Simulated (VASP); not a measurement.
Wanted: the native input for a VASP 6.6.1 run.

```
Task                   : single point
Functional             : LDA
Potentials or basis    : VASP PAW LDA potentials, release 64 (K_sv, F)
Cutoff                 : 520 eV
k mesh                 : 8 × 8 × 8
Occupations            : gaussian, width 0.05 eV
Spin                   : no spin polarisation
Dipole correction      : no
Further INCAR settings : ALGO = Normal; EDIFF = 1e-06; NBANDS = 15
```

The structure of KF lies in POSCAR:

```
KF
1.0
   -0.0817623944      2.5276757261      2.5276757261
    2.5276757261     -0.0817623944      2.5276757261
    2.5276757261      2.5276757261     -0.0817623944
K F
1 1
Direct
    0.0000000000      0.0000000000      0.0000000000
    0.5000000000      0.5000000000      0.5000000000
```

The input as run:

INCAR

```
PREC = Accurate
ENCUT = 520
EDIFF = 1E-6
ISMEAR = 0
SIGMA = 0.05
LREAL = F
LASPH = T
NELM = 60
ALGO = Normal
ISIF = 2
LWAVE = F
LCHARG = F
NBANDS = 15
```

KPOINTS

```
regular mesh
0
Gamma
  8 8 8
```

Potentials or basis: VASP PAW LDA potentials, release 64 (K_sv, F).

The run is started by

```bash
$ cat potpaw_LDA.64/K_sv/POTCAR potpaw_LDA.64/F/POTCAR > POTCAR
$ mpirun -np 1 vasp_std > vasp.out
```

It gave:

- Pressure: 0.9 GPa
- Band gap on the k mesh: 6.40 eV, direct

Run time: 21 s on 1 thread of AMD EPYC 9R14 (Zen 4), on a shared host, peak memory 0.13 GiB.
